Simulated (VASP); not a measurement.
# FeO (Wuestite) (Fm-3m) in VASP: further runs, part 3 of 3

VASP 6.6.1.

## 6. Relaxation of cell and atoms, PBEsol, collinear spin, ferromagnetic start, target pressure 5 GPa, at which the enthalpy is minimised

This run uses another cell than the first one, of 10.01 Å³/atom, 1.014 times its volume.

The input, INCAR:

```
SYSTEM = FeO
ALGO = Normal
EDIFF = 1E-7
EDIFFG = -0.005
ENCUT = 600
GGA = PS
IBRION = 2
ISIF = 3
ISMEAR = -1
ISPIN = 2
LASPH = .True.
LCHARG = .False.
LMAXMIX = 4
LORBIT = 11
LREAL = .False.
LWAVE = .False.
MAGMOM = 3 0
NELM = 150
NSW = 80
PREC = Accurate
PSTRESS = 50.0
SIGMA = 0.05
```

The input, KPOINTS:

```
k-points
0
Gamma
  11 11 11
  0 0 0
```

The input, POSCAR:

```
FeO
1.0
    0.0000000000      2.1554000000      2.1554000000
    2.1554000000      0.0000000000      2.1554000000
    2.1554000000      2.1554000000      0.0000000000
Fe O
1 1
Direct
    0.0000000000      0.0000000000      0.0000000000
    0.5000000000      0.5000000000      0.5000000000
```

Potentials or basis: VASP PAW PBE potentials, release 64 (Fe, O).

Launch:

```bash
> cat potpaw_PBE.64/Fe/POTCAR potpaw_PBE.64/O/POTCAR > POTCAR
> mpirun -np 1 vasp_std > vasp.out
```

OUTCAR:

```text
SYSTEM = FeO
   EDIFF = 1E-7
   EDIFFG = -0.005
   ENCUT = 600
   GGA = PS
   IBRION = 2
   ISIF = 3
   ISMEAR = -1
   ISPIN = 2
   LASPH = .True.
   LORBIT = 11
   LREAL = .False.
   NELM = 150
   NSW = 80
   PREC = Accurate
   PSTRESS = 50.0

 ion  position               nearest neighbor table
   1  0.000  0.000  0.000-   2 2.16   2 2.16   2 2.16   2 2.16   2 2.16   2 2.16
   2  0.500  0.500  0.500-   1 2.16   1 2.16   1 2.16   1 2.16   1 2.16   1 2.16

  LATTYP: Found a face centered cubic cell.
 ALAT       =     4.3108000000

  Lattice vectors:

 A1 = (   0.0000000000,   2.1554000000,   2.1554000000)
 A2 = (   2.1554000000,   0.0000000000,   2.1554000000)
 A3 = (   2.1554000000,   2.1554000000,   0.0000000000)

Analysis of symmetry for initial positions (statically):
=====================================================================
 Subroutine PRICEL returns:
 Original cell was already a primitive cell.

 Routine SETGRP: Setting up the symmetry group for a
 face centered cubic supercell.

 Subroutine GETGRP returns: Found 48 space group operations
 (whereof 48 operations were pure point group operations)
 out of a pool of 48 trial point group operations.

The static configuration has the point symmetry O_h .

Analysis of symmetry for dynamics (positions and initial velocities):
=====================================================================
 Subroutine PRICEL returns:
 Original cell was already a primitive cell.

 Routine SETGRP: Setting up the symmetry group for a
 face centered cubic supercell.

 Subroutine GETGRP returns: Found 48 space group operations
 (whereof 48 operations were pure point group operations)
 out of a pool of 48 trial point group operations.

The dynamic configuration has the point symmetry O_h .

Analysis of structural, dynamic, and magnetic symmetry:
=====================================================================
 Subroutine PRICEL returns:
 Original cell was already a primitive cell.

 Routine SETGRP: Setting up the symmetry group for a
 face centered cubic supercell.

 Subroutine GETGRP returns: Found 48 space group operations
 (whereof 48 operations were pure point group operations)
 out of a pool of 48 trial point group operations.

The overall configuration has the point symmetry O_h .

 Subroutine INISYM returns: Found 48 space group operations
 (whereof 48 operations are pure point group operations),
 and found     1 'primitive' translations

----------------------------------------------------------------------------------------

                                     Primitive cell

  volume of cell :      20.0269

  direct lattice vectors                    reciprocal lattice vectors
     0.000000000  2.155400000  2.155400000    -0.231975503  0.231975503  0.231975503
     2.155400000  0.000000000  2.155400000     0.231975503 -0.231975503  0.231975503
     2.155400000  2.155400000  0.000000000     0.231975503  0.231975503 -0.231975503

  length of vectors
     3.048195912  3.048195912  3.048195912     0.401793358  0.401793358  0.401793358

  position of ions in fractional coordinates (direct lattice)
     0.000000000  0.000000000  0.000000000
     0.500000000  0.500000000  0.500000000

  ion indices of the primitive-cell ions
   primitive index   ion index
                 1           1
                 2           2

[... 71 lines left out ...]
   EDIFF  = 0.1E-06   stopping-criterion for ELM
   LREAL  =      F    real-space projection
   EDIFFG = -.5E-02   stopping-criterion for IOM
   NSW    =     80    number of steps for IOM
   IBRION =      2    ionic relax: 0-MD 1-quasi-New 2-CG
   NFREE  =      1    steps in history (QN), initial steepest desc. (CG)
   ISIF   =      3    stress and relaxation
   ISYM   =      2    0-nonsym 1-usesym 2-fastsym
   POTIM  = 0.5000    time-step for ionic-motion
   TEBEG  =    0.0;   TEEND  =   0.0 temperature during run
   PSTRESS=   50.0 pullay stress
   NELECT =      14.0000    total number of electrons
   NUPDOWN=      -1.0000    fix difference up-down
   EMIN   =  10.00;   EMAX   =-10.00  energy-range for DOS
   EFERMI =   0.00;   METHOD = LEGACY
   ISMEAR =    -1;   SIGMA  =   0.05  broadening in eV -4-tet -1-fermi 0-gaus
   EFERMI_NEDOS =   21; number of points for ismear=-14 and -15
   IALGO  =     38    algorithm
   IMIX   =      4    mixing-type and parameters
     AMIX     =   0.40;   BMIX     =  1.00
     AMIX_MAG =   1.60;   BMIX_MAG =  1.00
  volume/ion in A,a.u.               =      10.01        67.57
  Fermi-wavevector in a.u.,A,eV,Ry     =   1.452935  2.745650 28.722187  2.111021
  Thomas-Fermi vector in A             =   2.570260
   LORBIT       =     11    0 simple, 1 ext, 2 COOP (PROOUT), +10 PAW based schemes
   GGA     = PS    functional components
   LHFCALC =     F    Hartree Fock is set to
   AEXX    =    0.0000 exact exchange contribution
   IVDW    =     0    specifies the selected vdW correction
   LEPSILON=     F    determine dielectric tensor
   LRPA    =     F    only Hartree local field effects (RPA)
 conjugate gradient relaxation of ions
 spin polarized calculation
  energy-cutoff  :      600.00
  volume of cell :       20.03
 maximum number of plane-waves:       678
   NGX = 13   NGY = 13   NGZ = 13

--------------------------------------- Ionic step        1  -------------------------------------------

 number of electron      13.9999999 magnetization       4.0006241

 Free energy of the ion-electron system (eV)
  ---------------------------------------------------
  ext. energy  EPLUGINS =         0.00000000
  ---------------------------------------------------
  free energy    TOTEN  =       -15.84571791 eV

  energy without entropy =      -15.83395863  energy(sigma->0) =      -15.83983827

------------------------ aborting loop because EDIFF is reached ----------------------------------------

  FORCE on cell =-STRESS in cart. coord.  units (eV):
  Direction    XX          YY          ZZ          XY          YZ          ZX
  --------------------------------------------------------------------------------------
  -------------------------------------------------------------------------------------
  Total       -1.0528952     -1.0528952     -1.0528952      0.0000000     -0.0000000      0.0000000
  in kB      -84.2329641    -84.2329641    -84.2329641      0.0000000     -0.0000000      0.0000000
  external PRESSURE =    -134.2329641 kB  Pullay stress =      50.0000000 kB
[... 63 lines left out ...]
--------------------------------------- Ionic step        3  -------------------------------------------

 number of electron      14.0000003 magnetization       3.9941651

 Free energy of the ion-electron system (eV)
  ---------------------------------------------------
  ext. energy  EPLUGINS =         0.00000000
  ---------------------------------------------------
  free energy    TOTEN  =       -15.86309517 eV

  energy without entropy =      -15.85185524  energy(sigma->0) =      -15.85747521

 E-fermi :   6.8049     XC(G=0): -12.7851

 val. band max:        6.8010714047   @ k =  -0.3636   0.2727   0.0909
 cond. band min:       6.8185550364   @ k =  -0.1818   0.0909   0.0000
 fundamental gap:      0.0174836316
 Fermi energy:         6.8049427486

 spin component 1

 k-point     1 :       0.0000    0.0000    0.0000
  band No.  band energies     occupation
      1     -14.4500      1.00000
      2       2.7326      1.00000
      3       2.7326      1.00000
      4       2.7326      1.00000
      5       2.8578      1.00000
      6       2.8578      1.00000
      7       2.8578      1.00000
      8       3.1362      1.00000
      9       3.1362      1.00000
     10       7.1986      0.00038
     11      22.2779      0.00000
     12      24.2522      0.00000
     13      24.2522      0.00000
[... 356 lines left out ...]
      2      -0.9477      1.00000
      3       0.2374      1.00000
      4       0.7173      1.00000
      5       3.2663      1.00000
      6       3.6224      1.00000
      7       4.1538      1.00000
      8       4.3070      1.00000
      9       6.2796      0.99997
     10      10.8687      0.00000
     11      17.5589      0.00000
     12      19.0854      0.00000
     13      22.3429      0.00000

 [... further k-points ...]

 spin component 2

 k-point     1 :       0.0000    0.0000    0.0000
  band No.  band energies     occupation
      1     -13.8648      1.00000
      2       3.3591      1.00000
      3       3.3591      1.00000
      4       3.3591      1.00000
      5       5.9670      1.00000
      6       5.9671      1.00000
      7       5.9671      1.00000
      8       6.8942      0.14368
      9       6.8944      0.14325
     10       8.0271      0.00000
     11      22.3307      0.00000
     12      25.2678      0.00000
     13      25.2678      0.00000
[... 401 lines left out ...]
  energy  without entropy=      -15.8518552408  energy(sigma->0) =      -15.85747521

  enthalpy is  TOTEN    =       -15.2784981972 eV   P V=        0.5845969755

 reached required accuracy - stopping structural energy minimisation

 total charge

# of ion       s       p       d       tot
------------------------------------------
    1        0.312   0.413   6.139   6.864
    2        1.547   3.454   0.000   5.001
--------------------------------------------------
tot          1.860   3.866   6.139  11.865

 magnetization (x)

# of ion       s       p       d       tot
------------------------------------------
    1        0.027   0.023   3.547   3.596
    2        0.033   0.283   0.000   0.316
--------------------------------------------------
tot          0.059   0.306   3.547   3.912
```

OSZICAR:

```text
N       E                     dE             d eps       ncg     rms          rms(c)
DAV:   1     0.843500891376E+02    0.84350E+02   -0.76794E+03  3005   0.139E+03
DAV:   2    -0.115355716013E+02   -0.95886E+02   -0.83913E+02  3070   0.270E+02
[... 32 lines left out ...]
DAV:   4    -0.158645460694E+02    0.34969E-02   -0.30550E-03  3341   0.855E-01    0.608E-01
DAV:   5    -0.158630006314E+02    0.15454E-02   -0.83979E-04  3012   0.357E-01    0.189E-01
DAV:   6    -0.158630903659E+02   -0.89734E-04   -0.64206E-05  3343   0.105E-01    0.271E-02
DAV:   7    -0.158630942069E+02   -0.38410E-05   -0.69489E-06  3917   0.303E-02    0.136E-02
DAV:   8    -0.158630951661E+02   -0.95927E-06   -0.28644E-06  3532   0.321E-02    0.935E-03
DAV:   9    -0.158630951728E+02   -0.66261E-08   -0.53101E-07  3303   0.156E-02
   3 F= -.15278498E+02 E0= -.15272878E+02  d E =-.577703E-01  mag=     3.9942
```

Wall time 3.6 min (1 thread of AMD EPYC 7R13, shared host); peak memory 0.14 GiB.

Results:

```yaml
Free_energy: -15.8631 eV
Relaxed_volume: 9.37 Å³/atom
Relaxed_cell: a = 2.981 Å, b = 2.981 Å, c = 2.981 Å, α = 60.00°, β = 60.00°, γ = 60.00°
Space_group_after_relaxing_to_0.05_Å: Fm-3m (No. 225)
Energy_change_on_relaxing_the_enthalpy_is_what_falls: -8.7 meV/atom
Ionic_steps: 3
Pressure_after_relaxing: 4.9 GPa
Band_gap_on_the_k_mesh: zero (filled and empty bands overlap)
Net_moment: 3.99 μB per cell
Site_moments: Fe +3.60; O +0.32 μB
Valence_electrons_inside_the_program's_atomic_spheres: Fe 6.86; O 5.00
```

Step by step:
| step | energy change (eV) | largest force (eV/Å) | pressure (GPa) | volume (Å³) |
| --- | --- | --- | --- | --- |
| 1 | 0.0000 | 0.0000 | -8.42 | 20.03 |
| 2 | 0.0566 | 0.0000 | 17.88 | 17.69 |
| 3 | -0.0174 | 0.0000 | 4.93 | 18.73 |

Final structure:
```xyz
2
Lattice="0.0000 2.1079 2.1079 2.1079 0.0000 2.1079 2.1079 2.1079 0.0000" Properties=species:S:1:pos:R:3 pbc="T T T"
Fe    0.0000    0.0000    0.0000
O     2.1079    2.1079    2.1079
```

Caveat: the cell is relaxed towards a set pressure, so the enthalpy falls and the energy may rise; the PAW data sets were made with another functional, which shifts forces and pressure a little; a cell with one magnetic atom can't hold antiferromagnetic order, which such compounds often take; semilocal functionals often make such compounds metallic where correlation or magnetic order opens a gap, which also shifts bond lengths. With open d or f shells a metallic result of PBEsol can be an artefact of self-interaction; +U or a hybrid may open a gap.

## 7. Summary

```csv
task,level,cell,cutoff (eV),gap on the mesh (eV),pressure (GPa),moment (μB)
single point,revPBE+D3(BJ),"a = 3.034 Å, angles 60.0°, 2 atoms",520,none,0.1,4.00
single point,revPBE+D4,"a = 3.031 Å, angles 60.0°, 2 atoms",520,none,0.2,4.00
single point,BLYP+D3(BJ),"a = 3.047 Å, angles 60.0°, 2 atoms",520,none,0.2,4.00
relaxation of cell and atoms,PBEsol,"relaxed from a = 3.048 Å, angles 60.0°, 2 atoms",600,none,-0.1,4.00
relaxation of cell and atoms,PBEsol,"relaxed to 5 GPa from a = 3.048 Å, angles 60.0°, 2 atoms",600,none,4.9,3.99
```

Alike in all rows: potentials or basis VASP PAW PBE potentials, release 64 (Fe, O); spin collinear, ferromagnetic start; k mesh 11 × 11 × 11; smearing fermi-dirac 0.05 eV.

Caveats: the PAW data sets were made with another functional, which shifts forces and pressure a little; a cell with one magnetic atom can't hold antiferromagnetic order, which such compounds often take; semilocal functionals often make such compounds metallic where correlation or magnetic order opens a gap, which also shifts bond lengths; pairwise dispersion overbinds metals, which lowers pressure and volume (some runs); the cell is relaxed towards a set pressure, so the enthalpy falls and the energy may rise (some runs).

Absolute energies hang on the potentials; compare differences alone.

## 8. How close it comes

Step 2. Against the measured gap of FeO, 2.4 eV (optical; quoted in “W\"ustite: Electric, thermodynamic and optical properties of FeO”, 2012, arxiv:1203.1201), the calculated 0.00 eV is off by -2.40 eV. So large a miss can be the level of theory's own, or it may mean another phase, state or a wrong row. The value is that of revPBE+D3(BJ) on a finite k mesh, which can miss the band edges, without temperature or zero-point motion. Semilocal functionals fall short of measured gaps as a rule. The run's magnetic order (collinear spin, ferromagnetic start) needn't be the measured crystal's.

Step 3. Measured gap of FeO: 2.4 eV (optical; quoted in “W\"ustite: Electric, thermodynamic and optical properties of FeO”, 2012, arxiv:1203.1201). This calculation gives 0.00 eV (-2.40 eV). So large a miss can be the level of theory's own, or it may mean another phase, state or a wrong row. The value is that of revPBE+D4 on a finite k mesh, which can miss the band edges, without temperature or zero-point motion. Semilocal functionals fall short of measured gaps as a rule. The run's magnetic order (collinear spin, ferromagnetic start) needn't be the measured crystal's.

Step 4. Measured gap of FeO: 2.4 eV (optical; quoted in “W\"ustite: Electric, thermodynamic and optical properties of FeO”, 2012, arxiv:1203.1201). This calculation gives 0.00 eV (-2.40 eV). So large a miss can be the level of theory's own, or it may mean another phase, state or a wrong row. The value is that of BLYP+D3(BJ) on a finite k mesh, which can miss the band edges, without temperature or zero-point motion. Semilocal functionals fall short of measured gaps as a rule. The run's magnetic order (collinear spin, ferromagnetic start) needn't be the measured crystal's.
